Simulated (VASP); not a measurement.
# Mo6H (P-3m1) in VASP: single point with PBE

Aim: the single point of Mo6H with PBE.

Everything below comes from runs of VASP 6.6.1. Logs are shortened: lines on timing, memory, paths and dates and some standing lists are left out, and cuts for length are marked.

### Step 1. The cell of the first run

It takes space group P-3m1 (No. 164, trigonal). Conventional cell: a = 3.003 Å, b = 3.003 Å, c = 12.642 Å, α = 90.00°, β = 90.00°, γ = 120.00°. Within 2.7 Å of H (site symmetry -3m) lie 6 Mo at 2.07 Å. Mo (site symmetry 3m) has 12 Mo at 2.68 to 3.00 Å within 3.5 Å. Mo (site symmetry 3m) has 3 H at 2.07 Å and 12 Mo at 2.74 to 3.00 Å within 3.1 Å. Within 3.5 Å of Mo (site symmetry 3m) lie 12 Mo at 2.68 to 3.00 Å and 1 H at 3.25 Å.

### Step 2. Single point, PBE, collinear spin

Input file INCAR:

```
SYSTEM = Mo6H
PREC = Accurate
ENCUT = 520
EDIFF = 1E-6
ISMEAR = 0
SIGMA = 0.1
LREAL = .FALSE.
LASPH = .TRUE.
NELM = 150
ALGO = Normal
ISIF = 2
LWAVE = .FALSE.
LCHARG = .FALSE.
ISPIN = 2
MAGMOM = 0 1 1 1 1 1 1
LORBIT = 11
LMAXMIX = 4
GGA = PE
NBANDS = 56
```

Input file KPOINTS:

```
Automatic mesh
0
G
  6 6 2
  0 0 0
```

Input file POSCAR:

```
Mo6H
1.0
    3.0025369568      0.0000000000      0.0000000000
   -1.5012684784      2.6002732804      0.0000000000
    0.0000000000      0.0000000000     12.6417530372
H Mo
1 6
Direct
    0.0000000000      0.0000000000      0.0000000000
    0.6666666667      0.3333333333      0.4191971889
    0.3333333333      0.6666666667      0.5808028111
    0.3333333333      0.6666666667      0.0898090239
    0.6666666667      0.3333333333      0.9101909761
    0.0000000000      0.0000000000      0.7426389325
    0.0000000000      0.0000000000      0.2573610675
```

Potentials or basis: VASP PAW PBE potentials, release 64 (H, Mo_sv).

Started as:

```
$ cat potpaw_PBE.64/H/POTCAR potpaw_PBE.64/Mo_sv/POTCAR > POTCAR
$ mpirun -np 1 vasp_std > vasp.out
```

OUTCAR:

```text
SYSTEM = Mo6H
   PREC = Accurate
   ENCUT = 520
   EDIFF = 1E-6
   ISMEAR = 0
   LREAL = .FALSE.
   LASPH = .TRUE.
   NELM = 150
   ISIF = 2
   ISPIN = 2
   LORBIT = 11
   GGA = PE

 ion  position               nearest neighbor table
   1  0.000  0.000  0.000-   4 2.07   5 2.07   5 2.07   4 2.07   5 2.07   4 2.07
   2  0.667  0.333  0.419-   3 2.68   3 2.68   3 2.68   7 2.68   7 2.68   7 2.68
   3  0.333  0.667  0.581-   2 2.68   2 2.68   2 2.68   6 2.68   6 2.68   6 2.68
   4  0.333  0.667  0.090-   1 2.07   1 2.07   1 2.07   7 2.74   7 2.74   7 2.74   5 2.86   5 2.86
                             5 2.86
   5  0.667  0.333  0.910-   1 2.07   1 2.07   1 2.07   6 2.74   6 2.74   6 2.74   4 2.86   4 2.86
                             4 2.86
   6  0.000  0.000  0.743-   3 2.68   3 2.68   3 2.68   5 2.74   5 2.74   5 2.74
   7  0.000  0.000  0.257-   2 2.68   2 2.68   2 2.68   4 2.74   4 2.74   4 2.74

  LATTYP: Found a hexagonal cell.
 ALAT       =     3.0025369568
 C/A-ratio  =     4.2103571810

  Lattice vectors:

 A1 = (   3.0025369568,   0.0000000000,   0.0000000000)
 A2 = (  -1.5012684784,   2.6002732804,   0.0000000000)
 A3 = (   0.0000000000,   0.0000000000,  12.6417530372)

Analysis of symmetry for initial positions (statically):
=====================================================================
 Subroutine PRICEL returns:
 Original cell was already a primitive cell.

 Routine SETGRP: Setting up the symmetry group for a
 hexagonal supercell.

 Subroutine GETGRP returns: Found 12 space group operations
 (whereof 12 operations were pure point group operations)
 out of a pool of 24 trial point group operations.

The static configuration has the point symmetry D_3d.

Analysis of symmetry for dynamics (positions and initial velocities):
=====================================================================
 Subroutine PRICEL returns:
 Original cell was already a primitive cell.

 Routine SETGRP: Setting up the symmetry group for a
 hexagonal supercell.

 Subroutine GETGRP returns: Found 12 space group operations
 (whereof 12 operations were pure point group operations)
 out of a pool of 24 trial point group operations.

The dynamic configuration has the point symmetry D_3d.

Analysis of structural, dynamic, and magnetic symmetry:
=====================================================================
 Subroutine PRICEL returns:
 Original cell was already a primitive cell.

 Routine SETGRP: Setting up the symmetry group for a
 hexagonal supercell.

 Subroutine GETGRP returns: Found 12 space group operations
 (whereof 12 operations were pure point group operations)
 out of a pool of 24 trial point group operations.

The overall configuration has the point symmetry D_3d.

 Subroutine INISYM returns: Found 12 space group operations
 (whereof 12 operations are pure point group operations),
 and found     1 'primitive' translations

----------------------------------------------------------------------------------------

                                     Primitive cell

  volume of cell :      98.6994

  direct lattice vectors                    reciprocal lattice vectors
     3.002536957  0.000000000  0.000000000     0.333051687  0.192287481  0.000000000
    -1.501268478  2.600273280  0.000000000     0.000000000  0.384574963  0.000000000
     0.000000000  0.000000000 12.641753037     0.000000000  0.000000000  0.079102953

  length of vectors
     3.002536957  3.002536957 12.641753037     0.384574963  0.384574963  0.079102953

  position of ions in fractional coordinates (direct lattice)
     0.000000000  0.000000000  0.000000000
     0.666666667  0.333333333  0.419197189
     0.333333333  0.666666667  0.580802811
     0.333333333  0.666666667  0.089809024
     0.666666667  0.333333333  0.910190976
     0.000000000  0.000000000  0.742638933
     0.000000000  0.000000000  0.257361067

  ion indices of the primitive-cell ions
   primitive index   ion index
                 1           1
                 2           2
                 3           3
[... 45 lines left out ...]
  0.333333  0.166667  0.500000     12.000000
  0.333333  0.333333  0.500000      2.000000
   k-points           NKPTS =     14   k-points in BZ     NKDIM =     14   number of bands    NBANDS=     56
   number of dos      NEDOS =    301   number of ions     NIONS =      7
   total plane-waves  NPLWV =  55296
   dimension x,y,z NGX =    24 NGY =   24 NGZ =   96
   dimension x,y,z NGXF=    48 NGYF=   48 NGZF=  192
   ions per type =               1   6
   NGX,Y,Z   is equivalent  to a cutoff of  13.29, 13.29, 12.62 a.u.
   NGXF,Y,Z  is equivalent  to a cutoff of  26.58, 26.58, 25.25 a.u.
 SYSTEM =  Mo6H
   PREC   = accura    normal or accurate (medium, high low for compatibility)
   ISTART =      0    job   : 0-new  1-cont  2-samecut
   ICHARG =      2    charge: 1-file 2-atom 10-const
   ISPIN  =      2    spin polarized calculation?
   LNONCOLLINEAR =      F non collinear calculations
   LSORBIT =      F    spin-orbit coupling
   LASPH  =      T    aspherical Exc in radial PAW
   ENCUT  =  520.0 eV  38.22 Ry    6.18 a.u.   5.58  5.58 23.51*2*pi/ulx,y,z
   NELM   =    150;   NELMIN=  2; NELMDL= -5     # of ELM steps
   EDIFF  = 0.1E-05   stopping-criterion for ELM
   LREAL  =      F    real-space projection
   EDIFFG = 0.1E-04   stopping-criterion for IOM
   NSW    =      0    number of steps for IOM
   IBRION =     -1    ionic relax: 0-MD 1-quasi-New 2-CG
   NFREE  =      0    steps in history (QN), initial steepest desc. (CG)
   ISIF   =      2    stress and relaxation
   ISYM   =      2    0-nonsym 1-usesym 2-fastsym
   POTIM  = 0.5000    time-step for ionic-motion
   TEBEG  =    0.0;   TEEND  =   0.0 temperature during run
   PSTRESS=    0.0 pullay stress
   NELECT =      85.0000    total number of electrons
   NUPDOWN=      -1.0000    fix difference up-down
   EMIN   =  10.00;   EMAX   =-10.00  energy-range for DOS
   EFERMI =   0.00;   METHOD = LEGACY
   ISMEAR =     0;   SIGMA  =   0.10  broadening in eV -4-tet -1-fermi 0-gaus
   EFERMI_NEDOS =   21; number of points for ismear=-14 and -15
   IALGO  =     38    algorithm
   IMIX   =      4    mixing-type and parameters
     AMIX     =   0.40;   BMIX     =  1.00
     AMIX_MAG =   1.60;   BMIX_MAG =  1.00
  volume/ion in A,a.u.               =      14.10        95.15
  Fermi-wavevector in a.u.,A,eV,Ry     =   1.557553  2.943349 33.007357  2.425972
  Thomas-Fermi vector in A             =   2.661187
   LORBIT       =     11    0 simple, 1 ext, 2 COOP (PROOUT), +10 PAW based schemes
   GGA     = PE    functional components
   LHFCALC =     F    Hartree Fock is set to
   AEXX    =    0.0000 exact exchange contribution
   IVDW    =     0    specifies the selected vdW correction
   LEPSILON=     F    determine dielectric tensor
   LRPA    =     F    only Hartree local field effects (RPA)
 spin polarized calculation
 Gauss-broadening in eV      SIGMA  =   0.10
  energy-cutoff  :      520.00
  volume of cell :       98.70
 maximum number of plane-waves:      2687
 NGX is ok and might be reduce to    24
   NGX = 11   NGY = 11   NGZ = 47

 number of electron      84.9999997 magnetization       0.0008590

 Free energy of the ion-electron system (eV)
  ---------------------------------------------------
  ext. energy  EPLUGINS =         0.00000000
  ---------------------------------------------------
  free energy    TOTEN  =       -66.94519567 eV

  energy without entropy =      -66.91645181  energy(sigma->0) =      -66.93082374

 E-fermi :  11.9599     XC(G=0): -13.1727

 val. band max:       11.9134910295   @ k =   0.3333  -0.0000   0.5000
 cond. band min:      12.0051951612   @ k =   0.5000  -0.0000   0.5000
 fundamental gap:      0.0917041317
 Fermi energy:        11.9598838526

 spin component 1

 k-point     1 :       0.0000    0.0000    0.0000
  band No.  band energies     occupation
      1     -49.1876      1.00000
      2     -49.1070      1.00000
      3     -49.0982      1.00000
      4     -48.9646      1.00000
      5     -48.8949      1.00000
      6     -48.8136      1.00000
[... 787 lines left out ...]
     53      14.8850      0.00000
     54      14.8902      0.00000
 Fermi energy:        11.9598838526

 spin component 2

 k-point     1 :       0.0000    0.0000    0.0000
  band No.  band energies     occupation
      1     -49.1877      1.00000
      2     -49.1069      1.00000
      3     -49.0981      1.00000
      4     -48.9645      1.00000
      5     -48.8949      1.00000
      6     -48.8137      1.00000
[... 787 lines left out ...]
     53      14.8846      0.00000
     54      14.8903      0.00000
 [bands above 54 left out]

------------------------ aborting loop because EDIFF is reached ----------------------------------------

  FORCE on cell =-STRESS in cart. coord.  units (eV):
  Direction    XX          YY          ZZ          XY          YZ          ZX
  --------------------------------------------------------------------------------------
  -------------------------------------------------------------------------------------
  Total        0.5238983      0.5238983     -0.4298511     -0.0000000     -0.0000000      0.0000000
  in kB        8.5043858      8.5043858     -6.9777275     -0.0000000     -0.0000000      0.0000000
  external PRESSURE =       3.3436814 kB  Pullay stress =       0.0000000 kB

 VOLUME and BASIS-vectors are now :
 -----------------------------------------------------------------------------
  energy-cutoff  :      520.00
  volume of cell :       98.70
      direct lattice vectors                 reciprocal lattice vectors
     3.002536957  0.000000000  0.000000000     0.333051687  0.192287481  0.000000000
    -1.501268478  2.600273280  0.000000000     0.000000000  0.384574963  0.000000000
     0.000000000  0.000000000 12.641753037     0.000000000  0.000000000  0.079102953

 POSITION                                       TOTAL-FORCE (eV/Angst)
 -----------------------------------------------------------------------------------
      0.00000      0.00000      0.00000        -0.000000      0.000000      0.000000
      1.50127      0.86676      5.29939         0.000000     -0.000000      0.008245
     -0.00000      1.73352      7.34237        -0.000000      0.000000     -0.008245
     -0.00000      1.73352      1.13534         0.000000      0.000000     -0.064489
      1.50127      0.86676     11.50641         0.000000     -0.000000      0.064489
      0.00000      0.00000      9.38826        -0.000000     -0.000000      0.039752
      0.00000      0.00000      3.25350         0.000000      0.000000     -0.039752
 -----------------------------------------------------------------------------------
    total drift:                               -0.000000      0.000000      0.000000

  FREE ENERGIE OF THE ION-ELECTRON SYSTEM (eV)
  ---------------------------------------------------
  free  energy   TOTEN  =       -66.9451956727 eV

  energy  without entropy=      -66.9164518092  energy(sigma->0) =      -66.93082374

 total charge

# of ion       s       p       d       tot
------------------------------------------
    1        0.517   0.035   0.000   0.552
    2        2.389   6.174   3.986  12.548
    3        2.389   6.174   3.986  12.548
    4        2.337   6.186   3.925  12.448
    5        2.337   6.186   3.925  12.448
    6        2.381   6.178   3.928  12.488
    7        2.381   6.178   3.928  12.488
--------------------------------------------------
tot         14.731  37.111  23.679  75.520

 magnetization (x)

# of ion       s       p       d       tot
------------------------------------------
    1       -0.000   0.000   0.000  -0.000
    2       -0.000  -0.000  -0.000  -0.000
    3       -0.000  -0.000  -0.000  -0.000
    4        0.000   0.000   0.000   0.000
    5        0.000   0.000   0.000   0.000
    6       -0.000   0.000   0.000   0.000
    7       -0.000   0.000   0.000   0.000
--------------------------------------------------
tot          0.000   0.000   0.000   0.000
```

Wall time 4.8 min (1 thread of Intel Xeon 8259CL, shared host); peak memory 0.32 GiB.

Results:

| Quantity | Value |
| --- | --- |
| Free energy | -66.9452 eV |
| Pressure | 0.3 GPa |
| Largest force | 0.064 eV/Å |
| Net moment | 0.00 μB per cell |
| Valence electrons inside the program's atomic spheres | H 0.55; Mo 12.55, 12.45, 12.49 (each value once) |

Forces on the atoms (eV/Å):
```
H    0.000  0.000  0.000
Mo   0.000  0.000  0.008
Mo   0.000  0.000 -0.008
Mo   0.000  0.000 -0.064
Mo   0.000  0.000  0.064
Mo   0.000  0.000  0.040
Mo   0.000  0.000 -0.040
```

Stress tensor (GPa, compression positive):
```
 0.85  0.00  0.00
 0.00  0.85  0.00
 0.00  0.00 -0.70
```

Levels at points of the mesh, in eV from the Fermi level:
Spin up:
| k point | band 40 | band 41 | band 42 | band 43 | band 44 | band 45 |
| --- | --- | --- | --- | --- | --- | --- |
| (0.00, 0.00, 0.00) | -1.25 | -1.25 | -1.14 | -1.14 | -0.62 | -0.48 |
| (0.50, 0.00, 0.00) | -0.66 | 0.09 | 0.10 | 0.33 | 0.35 | 1.60 |
| (0.00, 0.00, 0.50) | -0.88 | -0.88 | -0.84 | -0.84 | -0.82 | -0.08 |
| (0.50, 0.00, 0.50) | -0.60 | 0.05 | 0.10 | 0.18 | 0.28 | 1.81 |
Spin down:
```tsv
k point	band 38	band 39	band 40	band 41	band 42	band 43	band 44	band 45	band 46	band 47
(0.00, 0.00, 0.00)	-1.30	-1.30	-1.25	-1.25	-1.14	-1.14	-0.62	-0.48	0.33	0.63
(0.50, 0.00, 0.00)	-1.22	-0.87	-0.66	0.09	0.10	0.33	0.35	1.60	1.71	2.48
(0.00, 0.00, 0.50)	-1.70	-1.70	-0.88	-0.88	-0.84	-0.84	-0.82	-0.08	0.45	0.54
(0.50, 0.00, 0.50)	-1.15	-0.95	-0.60	0.05	0.10	0.18	0.28	1.81	2.06	2.49
```

Caveat: the k points lie up to 0.40 Å⁻¹ apart.
